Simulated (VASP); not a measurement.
Set up this calculation in VASP 6.6.1, as the native input.

* Task: single point
* Functional: PBE
* Potentials or basis: VASP PAW PBE potentials, release 64 (Sc_sv, B, Sb, P)
* Cutoff: 520 eV
* k mesh: 3 × 3 × 4
* Occupations: gaussian, width 0.1 eV
* Spin: no spin polarisation
* Dipole correction: no
* Further INCAR settings: ALGO = Normal; EDIFF = 1e-06; NBANDS = 26

The structure of ScBSbP3 lies in POSCAR:

```
ScBSbP3
1.0
    6.0800704403      0.0000000000      0.0000000000
   -3.0400352201      5.2654954581      0.0000000000
    0.0000000000      0.0000000000      3.3960356591
Sc B Sb P
1 1 1 3
Direct
    0.0000000000      0.0000000000      0.0000000000
    0.3333333333      0.6666666667      0.0000000000
    0.6666666667      0.3333333333      0.0000000000
    0.0659703594      0.5329851797      0.5000000000
    0.4670148203      0.5329851797      0.5000000000
    0.4670148203      0.9340296406      0.5000000000
```

The cell was built from a structure type or drawn by symmetry, and may not be a known phase.

One way to write it, as run:

INCAR

```
SYSTEM = ScBSbP3
PREC = Accurate ; ENCUT = 520
EDIFF = 1E-6 ; ISMEAR = 0
SIGMA = 0.1 ; LREAL = .False.
LASPH = .True. ; NELM = 60
ALGO = Normal ; ISIF = 2
LWAVE = .False. ; LCHARG = .False.
GGA = PE ; NBANDS = 26
```

KPOINTS

```
Automatic mesh
0
Gamma
  3 3 4
  0 0 0
```

Potentials or basis: VASP PAW PBE potentials, release 64 (Sc_sv, B, Sb, P).

Launch:

```sh
$ cat potpaw_PBE.64/Sc_sv/POTCAR potpaw_PBE.64/B/POTCAR potpaw_PBE.64/Sb/POTCAR potpaw_PBE.64/P/POTCAR > POTCAR
$ mpirun -np 1 vasp_std > vasp.out
```

It gave:

```yaml
Pressure: -0.1 GPa
Largest_force: 0.056 eV/Å
Band_gap_on_the_k_mesh: zero (bands 17 and 18 overlap by 0.52 eV)
```

Caveat: the k points lie up to 0.46 Å⁻¹ apart, too coarse for converged energies and pressures of a metal; spin-orbit coupling is left out, which moves the levels of the heavy elements.

It took 55 s on 1 thread of Intel Xeon 8259CL, with other jobs on the host, peak memory 0.25 GiB.
